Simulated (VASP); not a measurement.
# Al2Pt (Fm-3m) in VASP: settings compared

The runs below take Al2Pt through single point, with LDA, PBEsol.

Program: VASP 6.6.1. These are calculated values, not measurements. Logs are shortened: lines on timing, memory, paths and dates and some standing lists are left out, and cuts for length are marked.

### Step 1. The cell of the first run

The structure is cubic, space group Fm-3m (No. 225). The conventional cell has a = 5.949 Å, b = 5.949 Å, c = 5.949 Å, α = 90.00°, β = 90.00°, γ = 90.00°. Within 3.4 Å of Pt (site symmetry m-3m) lie 8 Al at 2.58 Å. Within 3.4 Å of Al (site symmetry -43m) lie 4 Pt at 2.58 Å and 6 Al at 2.97 Å.

### Step 2. Single point, LDA (volume scaled by 1.02)

Input file INCAR:

```
SYSTEM = Al2Pt
PREC = Accurate ; ENCUT = 520
EDIFF = 1E-6 ; ISMEAR = -1
SIGMA = 0.05 ; LREAL = .False.
LASPH = .True. ; NELM = 100
ALGO = Normal ; ISIF = 2
LWAVE = .False. ; LCHARG = .True.
GGA = CA ; LELF = .True.
LVHAR = .True. ; NBANDS = 15
```

Input file KPOINTS:

```
regular mesh
0
Gamma
  8 8 8
  0 0 0
```

Input file POSCAR:

```
Al2Pt
1.0
    0.0000000000      2.9745701068      2.9745701068
    2.9745701068      0.0000000000      2.9745701068
    2.9745701068      2.9745701068      0.0000000000
Pt Al
1 2
Direct
    0.0000000000      0.0000000000      0.0000000000
    0.7500000000      0.7500000000      0.7500000000
    0.2500000000      0.2500000000      0.2500000000
```

Potentials or basis: VASP PAW LDA potentials, release 64 (Pt, Al).

On the command line:

```bash
$ cat potpaw_LDA.64/Pt/POTCAR potpaw_LDA.64/Al/POTCAR > POTCAR
$ mpirun -np 1 vasp_std > vasp.out
```

OUTCAR:

```text
SYSTEM = Al2Pt
   PREC = Accurate
   ENCUT = 520
   EDIFF = 1E-6
   ISMEAR = -1
   LREAL = .False.
   LASPH = .True.
   NELM = 100
   ISIF = 2
   GGA = CA

 ion  position               nearest neighbor table
   1  0.000  0.000  0.000-   2 2.58   2 2.58   2 2.58   2 2.58   3 2.58   3 2.58   3 2.58   3 2.58

   2  0.750  0.750  0.750-   1 2.58   1 2.58   1 2.58   1 2.58   3 2.97   3 2.97   3 2.97   3 2.97
                             3 2.97   3 2.97
   3  0.250  0.250  0.250-   1 2.58   1 2.58   1 2.58   1 2.58   2 2.97   2 2.97   2 2.97   2 2.97
                             2 2.97   2 2.97

  LATTYP: Found a face centered cubic cell.
 ALAT       =     5.9491402136

  Lattice vectors:

 A1 = (   0.0000000000,   2.9745701068,   2.9745701068)
 A2 = (   2.9745701068,   0.0000000000,   2.9745701068)
 A3 = (   2.9745701068,   2.9745701068,   0.0000000000)

Analysis of symmetry for initial positions (statically):
=====================================================================
 Subroutine PRICEL returns:
 Original cell was already a primitive cell.

 Routine SETGRP: Setting up the symmetry group for a
 face centered cubic supercell.

 Subroutine GETGRP returns: Found 48 space group operations
 (whereof 48 operations were pure point group operations)
 out of a pool of 48 trial point group operations.

The static configuration has the point symmetry O_h .

Analysis of symmetry for dynamics (positions and initial velocities):
=====================================================================
 Subroutine PRICEL returns:
 Original cell was already a primitive cell.

 Routine SETGRP: Setting up the symmetry group for a
 face centered cubic supercell.

 Subroutine GETGRP returns: Found 48 space group operations
 (whereof 48 operations were pure point group operations)
 out of a pool of 48 trial point group operations.

The dynamic configuration has the point symmetry O_h .

 Subroutine INISYM returns: Found 48 space group operations
 (whereof 48 operations are pure point group operations),
 and found     1 'primitive' translations

----------------------------------------------------------------------------------------

                                     Primitive cell

  volume of cell :      52.6384

  direct lattice vectors                    reciprocal lattice vectors
     0.000000000  2.974570107  2.974570107    -0.168091516  0.168091516  0.168091516
     2.974570107  0.000000000  2.974570107     0.168091516 -0.168091516  0.168091516
     2.974570107  2.974570107  0.000000000     0.168091516  0.168091516 -0.168091516

  length of vectors
     4.206677387  4.206677387  4.206677387     0.291143047  0.291143047  0.291143047

  position of ions in fractional coordinates (direct lattice)
     0.000000000  0.000000000  0.000000000
     0.750000000  0.750000000  0.750000000
     0.250000000  0.250000000  0.250000000

  ion indices of the primitive-cell ions
   primitive index   ion index
                 1           1
                 2           2
                 3           3

----------------------------------------------------------------------------------------

 KPOINTS: regular mesh

Automatic generation of k-mesh.
 Grid dimensions read from file:
 generate k-points for:    8    8    8

 Generating k-lattice:

  Cartesian coordinates                     Fractional coordinates (reciprocal lattice)
    -0.021011440  0.021011440  0.021011440     0.125000000  0.000000000  0.000000000
     0.021011440 -0.021011440  0.021011440     0.000000000  0.125000000  0.000000000
     0.021011440  0.021011440 -0.021011440     0.000000000  0.000000000  0.125000000

  Length of vectors
     0.036392881  0.036392881  0.036392881

  Shift w.r.t. Gamma in fractional coordinates (k-lattice)
     0.000000000  0.000000000  0.000000000

 Subroutine IBZKPT returns following result:
 ===========================================

 Found     29 irreducible k-points:

 Following reciprocal coordinates:
            Coordinates               Weight
  0.000000  0.000000  0.000000      1.000000
  0.125000  0.000000  0.000000      8.000000
  0.250000  0.000000  0.000000      8.000000
  0.375000  0.000000  0.000000      8.000000
  0.500000  0.000000  0.000000      4.000000
  0.125000  0.125000  0.000000      6.000000
[... 16 lines left out ...]
  0.500000  0.250000  0.125000     48.000000
 -0.375000  0.250000  0.125000     24.000000
 [... further k-points ...]
   k-points           NKPTS =     29   k-points in BZ     NKDIM =     29   number of bands    NBANDS=     15
   number of dos      NEDOS =    301   number of ions     NIONS =      3
   total plane-waves  NPLWV =  32768
   dimension x,y,z NGX =    32 NGY =   32 NGZ =   32
   dimension x,y,z NGXF=    64 NGYF=   64 NGZF=   64
   ions per type =               1   2
   NGX,Y,Z   is equivalent  to a cutoff of  12.65, 12.65, 12.65 a.u.
   NGXF,Y,Z  is equivalent  to a cutoff of  25.29, 25.29, 25.29 a.u.
 SYSTEM =  Al2Pt
   PREC   = accura    normal or accurate (medium, high low for compatibility)
   ISTART =      0    job   : 0-new  1-cont  2-samecut
   ICHARG =      2    charge: 1-file 2-atom 10-const
   ISPIN  =      1    spin polarized calculation?
   LNONCOLLINEAR =      F non collinear calculations
   LSORBIT =      F    spin-orbit coupling
   LASPH  =      T    aspherical Exc in radial PAW
   ENCUT  =  520.0 eV  38.22 Ry    6.18 a.u.   7.82  7.82  7.82*2*pi/ulx,y,z
   NELM   =    100;   NELMIN=  2; NELMDL= -5     # of ELM steps
   EDIFF  = 0.1E-05   stopping-criterion for ELM
   LREAL  =      F    real-space projection
   EDIFFG = 0.1E-04   stopping-criterion for IOM
   NSW    =      0    number of steps for IOM
   IBRION =     -1    ionic relax: 0-MD 1-quasi-New 2-CG
   NFREE  =      0    steps in history (QN), initial steepest desc. (CG)
   ISIF   =      2    stress and relaxation
   ISYM   =      2    0-nonsym 1-usesym 2-fastsym
   POTIM  = 0.5000    time-step for ionic-motion
   TEBEG  =    0.0;   TEEND  =   0.0 temperature during run
   PSTRESS=    0.0 pullay stress
   NELECT =      16.0000    total number of electrons
   NUPDOWN=      -1.0000    fix difference up-down
   EMIN   =  10.00;   EMAX   =-10.00  energy-range for DOS
   EFERMI =   0.00;   METHOD = LEGACY
   ISMEAR =    -1;   SIGMA  =   0.05  broadening in eV -4-tet -1-fermi 0-gaus
   EFERMI_NEDOS =   21; number of points for ismear=-14 and -15
   IALGO  =     38    algorithm
   IMIX   =      4    mixing-type and parameters
     AMIX     =   0.40;   BMIX     =  1.00
     AMIX_MAG =   1.60;   BMIX_MAG =  1.00
  volume/ion in A,a.u.               =      17.55       118.41
  Fermi-wavevector in a.u.,A,eV,Ry     =   1.100730  2.080077 16.484894  1.211605
  Thomas-Fermi vector in A             =   2.237145
   LORBIT       =      0    0 simple, 1 ext, 2 COOP (PROOUT), +10 PAW based schemes
   GGA     = CA    functional components
   LHFCALC =     F    Hartree Fock is set to
   AEXX    =    0.0000 exact exchange contribution
   IVDW    =     0    specifies the selected vdW correction
   LEPSILON=     F    determine dielectric tensor
   LRPA    =     F    only Hartree local field effects (RPA)
 non-spin polarized calculation
  energy-cutoff  :      520.00
  volume of cell :       52.64
 maximum number of plane-waves:      1428
   NGX = 15   NGY = 15   NGZ = 15

 number of electron      16.0000000 magnetization

 Free energy of the ion-electron system (eV)
  ---------------------------------------------------
  ext. energy  EPLUGINS =         0.00000000
  ---------------------------------------------------
  free energy    TOTEN  =       -18.54297147 eV

  energy without entropy =      -18.53012763  energy(sigma->0) =      -18.53654955

 E-fermi :   7.4390     XC(G=0): -10.8006

 val. band max:        7.3588123986   @ k =   0.3750   0.2500   0.0000
 cond. band min:       7.4566134856   @ k =   0.2500   0.2500   0.0000
 fundamental gap:      0.0978010870
 Fermi energy:         7.4389999367

 k-point     1 :       0.0000    0.0000    0.0000
  band No.  band energies     occupation
      1      -2.6042      2.00000
      2       2.5045      2.00000
      3       2.5045      2.00000
      4       2.5045      2.00000
      5       3.8481      2.00000
      6       3.8481      2.00000
      7      10.1438      0.00000
      8      11.2856      0.00000
      9      11.2856      0.00000
     10      11.2856      0.00000
     11      12.7646      0.00000
     12      12.7646      0.00000
     13      12.7646      0.00000
     14      13.6854      0.00000
     15      13.6854      0.00000

 k-point     2 :       0.1250    0.0000    0.0000
  band No.  band energies     occupation
      1      -2.3933      2.00000
      2       2.3776      2.00000
      3       2.5729      2.00000
      4       2.5729      2.00000
      5       3.8263      2.00000
      6       3.8263      2.00000
      7       9.0740      0.00000
      8      10.5237      0.00000
      9      10.7102      0.00000
     10      10.7102      0.00000
     11      13.2885      0.00000
     12      13.3014      0.00000
     13      13.3014      0.00000
     14      13.4656      0.00000
     15      13.4656      0.00000

 k-point     3 :       0.2500    0.0000    0.0000
  band No.  band energies     occupation
      1      -1.7861      2.00000
      2       2.0790      2.00000
      3       2.7178      2.00000
      4       2.7178      2.00000
      5       3.8294      2.00000
      6       3.8294      2.00000
      7       6.5897      2.00000
      8       9.7248      0.00000
      9       9.7248      0.00000
     10      11.0008      0.00000
     11      12.7397      0.00000
     12      12.8676      0.00000
     13      12.8676      0.00000
     14      14.7177      0.00000
     15      14.7177      0.00000
[... 343 lines left out ...]
 k-point    23 :       0.5000    0.2500    0.1250
  band No.  band energies     occupation
      1      -0.3549      2.00000
      2       1.6653      2.00000
      3       2.7316      2.00000
      4       3.1271      2.00000
      5       3.7036      2.00000
      6       3.9311      2.00000
      7       4.7126      2.00000
      8       6.5949      2.00000
      9       8.0419      0.00001
     10      11.3579      0.00000
     11      12.4770      0.00000
     12      13.5365      0.00000
     13      14.4731      0.00000
     14      15.3200      0.00000
     15      16.8375      0.00000

 k-point    24 :      -0.3750    0.2500    0.1250
  band No.  band energies     occupation
      1       0.2730      2.00000
      2       1.4843      2.00000
      3       2.6813      2.00000
      4       3.1445      2.00000
      5       3.3772      2.00000
      6       4.0304      2.00000
      7       4.2822      2.00000
      8       6.4954      2.00000
      9       7.6029      0.07272
     10      11.2473      0.00000
     11      12.5494      0.00000
     12      14.2286      0.00000
     13      14.6134      0.00000
     14      15.7315      0.00000
     15      16.1514      0.00000

 [... further k-points ...]
[... 5 lines left out ...]
  --------------------------------------------------------------------------------------
  -------------------------------------------------------------------------------------
  Total       -1.9790449     -1.9790449     -1.9790449      0.0000000     -0.0000000      0.0000000
  in kB      -60.2370371    -60.2370371    -60.2370371      0.0000000     -0.0000000      0.0000000
  external PRESSURE =     -60.2370371 kB  Pullay stress =       0.0000000 kB

 VOLUME and BASIS-vectors are now :
 -----------------------------------------------------------------------------
  energy-cutoff  :      520.00
  volume of cell :       52.64
      direct lattice vectors                 reciprocal lattice vectors
     0.000000000  2.974570107  2.974570107    -0.168091516  0.168091516  0.168091516
     2.974570107  0.000000000  2.974570107     0.168091516 -0.168091516  0.168091516
     2.974570107  2.974570107  0.000000000     0.168091516  0.168091516 -0.168091516

 POSITION                                       TOTAL-FORCE (eV/Angst)
 -----------------------------------------------------------------------------------
      0.00000      0.00000      0.00000        -0.000000     -0.000000      0.000000
      4.46186      4.46186      4.46186         0.000000      0.000000      0.000000
      1.48729      1.48729      1.48729        -0.000000     -0.000000     -0.000000
 -----------------------------------------------------------------------------------
    total drift:                                0.000000     -0.000000      0.000000

  FREE ENERGIE OF THE ION-ELECTRON SYSTEM (eV)
  ---------------------------------------------------
  free  energy   TOTEN  =       -18.5429714662 eV

  energy  without entropy=      -18.5301276284  energy(sigma->0) =      -18.53654955
```

Wall time 6.5 s (1 thread of Intel Xeon 6975P-C (Granite Rapids), shared host); peak memory 0.16 GiB.

Results:

```yaml
Free_energy: -18.5430 eV
Pressure: -6.0 GPa
Band_gap_on_the_k_mesh: zero (band 8 reaches 11.29 eV, above the bottom of band 9 at 5.92 eV)
```

Caveat: spin-orbit coupling is left out, which moves the levels of the heavy elements.

[end of part 1 of 2]
